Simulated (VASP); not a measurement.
Wanted: the native input for a VASP 6.6.1 run.

| Item | Value |
| --- | --- |
| Task | single point |
| Functional | PBE |
| Potentials or basis | VASP PAW PBE potentials, release 64 (Hf_pv, O) |
| Cutoff | 520 eV |
| k mesh | 8 × 8 × 8 |
| Occupations | fermi-dirac, width 0.02 eV |
| Spin | no spin polarisation |
| Dipole correction | no |
| Further INCAR settings | ALGO = Normal; EDIFF = 1e-06; NBANDS = 18 |

The structure of HfO2 lies in POSCAR:

```
HfO2
1.0
    0.0000000000      2.5291822339      2.5291822339
    2.5291822339      0.0000000000      2.5291822339
    2.5291822339      2.5291822339      0.0000000000
Hf O
1 2
Direct
    0.0000000000      0.0000000000      0.0000000000
    0.7500000000      0.7500000000      0.7500000000
    0.2500000000      0.2500000000      0.2500000000
```

One way to write it, as run:

INCAR

```
  PREC = Accurate
  ENCUT = 520
  EDIFF = 1E-6
  ISMEAR = -1
  SIGMA = 0.02
  LREAL = F
  LASPH = T
  NELM = 80
  ALGO = Normal
  ISIF = 2
  LWAVE = F
  LCHARG = T
  GGA = PE
  LELF = T
  LVHAR = T
  NBANDS = 18
```

KPOINTS

```
regular mesh
0
Gamma
  8 8 8
```

Potentials or basis: VASP PAW PBE potentials, release 64 (Hf_pv, O).

Launch:

```bash
$ cat potpaw_PBE.64/Hf_pv/POTCAR potpaw_PBE.64/O/POTCAR > POTCAR
$ mpirun -np 1 vasp_std > vasp.out
```

It gave:

| Property | Result |
| --- | --- |
| Pressure | 2.1 GPa |
| Band gap on the k mesh | 3.82 eV |

Caveat: spin-orbit coupling is left out, which moves the levels of the heavy elements.

Wall time 9.7 s on 1 thread of Intel(R) Xeon(R) 6975P-C (Granite Rapids) (shared host), peak memory 0.16 GiB.
